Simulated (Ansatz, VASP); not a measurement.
Two plane-wave programs on AlNi

INCAR

```
SYSTEM = AlNi
PREC = Accurate
ENCUT = 520
EDIFF = 1E-6
ISMEAR = 0
SIGMA = 0.15
LREAL = .False.
LASPH = .True.
NELM = 100
ALGO = Fast
ISIF = 2
LWAVE = .False.
LCHARG = .True.
GGA = PE
LELF = .True.
LVHAR = .True.
NBANDS = 14
```

The input KPOINTS:

```
regular mesh
0
Gamma
  20 20 20
  0 0 0
```

Contents of POSCAR:

```
AlNi
1.0
    2.8930835280      0.0000000000      0.0000000000
    0.0000000000      2.8930835280      0.0000000000
    0.0000000000      0.0000000000      2.8207564398
Al Ni
1 1
Direct
    0.0000000000      0.0000000000      0.0000000000
    0.5000000000      0.5000000000      0.5000000000
```

Input for Ansatz:

```yaml
crystal:
  lattice:
    - [2.893083528, 0.0, 0.0]
    - [0.0, 2.893083528, 0.0]
    - [0.0, 0.0, 2.8207564398]
  atoms:
    - { symbol: Al, position: [0.0, 0.0, 0.0] }
    - { symbol: Ni, position: [0.5, 0.5, 0.5] }
basis:
  ecutwfc: 420
kpoints:
  mp_grid: { grid: [20, 20, 20] }
hamiltonian:
  xc: pbe
scf:
  occupations: { method: gaussian, width: 0.15 }
output:
  forces: true
  stress: true
  eigenvalues: true
```

Change from the starting cell: strain +0.000 along x and y, -0.025 along z, atoms carried along.

Alike in both runs: task single point; functional PBE; k mesh 20 × 20 × 20; occupations gaussian, width 0.15 eV; no spin polarisation.

|  | VASP | Ansatz |
| --- | --- | --- |
| version | VASP 6.6.1 | Ansatz 0.2.0 |
| potentials or method | VASP PAW PBE potentials, release 64 (Al, Ni), cutoff 520 eV | scalar-relativistic, plane waves, PAW |
| valence electrons in the cell | 13 | 21 |

```tsv
	VASP	Ansatz	Ansatz less VASP
gap on the k mesh at the Fermi level (eV)	none	none	-
pressure (GPa)	4.1	4.3	+0.19
traceless stress, the component that is largest in VASP (GPa)	1.39	1.36	-0.033
```

A gap of «none» marks a metal or a gap that the smearing closes. With one functional, cell and mesh, what is left measures potentials, basis and numerics. VASP's potentials hold 13 valence electrons a cell and Ansatz's 21, so a difference there can come from the potentials and not from the codes.
